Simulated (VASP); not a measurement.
Crystal: SnTe.

```xyz
2
Lattice="0.0000 3.2212 3.2212 3.2212 0.0000 3.2212 3.2212 3.2212 0.0000" Properties=species:S:1:pos:R:3 pbc="T T T"
Sn    0.0000    0.0000    0.0000
Te    3.2212    3.2212    3.2212
```

This cell differs from its parent crystal: strain +1.0%.

Base run:

| Item | Value |
| --- | --- |
| Program | VASP 6.6.1 |
| Functional | PBE |
| Potentials or basis | VASP PAW PBE potentials, release 64 (Sn_d, Te) |
| Cutoff | 520 eV |
| k mesh | 8 × 8 × 8 |
| Occupations | fermi-dirac, width 0.02 eV |
| Spin | no spin polarisation |

Its results: band gap on the k mesh 0.09 eV; pressure -0.6 GPa.

Problem. The run is repeated on the same cell with these changes: functional from PBE to r2SCAN. What comes out?

Solution. Band gap on the k mesh 0.23 eV; pressure -1.3 GPa.

Caveats: spin-orbit coupling is left out, which moves the levels of the heavy elements; the PAW data sets were made with another functional, which shifts forces and pressure a little (at least some runs).

A k mesh can miss the band edges.
